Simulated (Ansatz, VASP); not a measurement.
## Two plane-wave programs on HfMoC2

```xyz
4
Lattice="1.5859 0.9156 5.2086 -1.5859 0.9156 5.2086 0.0000 -1.8313 5.2086" Properties=species:S:1:pos:R:3 pbc="T T T"
Hf    0.0000    0.0000    0.0000
Mo    0.0000    0.0000    7.8129
C     0.0000    0.0000    3.8485
C     0.0000    0.0000   11.7773
```

Alike in both runs: functional PBE; k mesh 18 × 18 × 18; occupations gaussian, width 0.1 eV; no spin polarisation.

Ansatz relaxed the structure, and its values are those at the end. VASP's run is a single point on that final structure, the one shown.

```csv
,VASP,Ansatz
version,VASP 6.6.1,Ansatz 0.2.0
potentials or method,"VASP PAW PBE potentials, release 64 (Hf_pv, Mo_sv, C), cutoff 520 eV","scalar-relativistic, plane waves, PAW"
valence electrons in the cell,32,48
```

|  | VASP | Ansatz | Ansatz less VASP |
| --- | --- | --- | --- |
| gap on the k mesh at the Fermi level (eV) | none | none | - |
| pressure (GPa) | -0.4 | 0.0 | +0.37 |
| rms of the force components (eV/Å) | 0.017 | 0.000 | -0.0166 |

A gap of «none» marks a metal or a gap that the smearing closes. VASP's potentials hold 32 valence electrons a cell and Ansatz's 48, so a difference there can come from the potentials and not from the codes.

Spin-orbit coupling is off throughout.
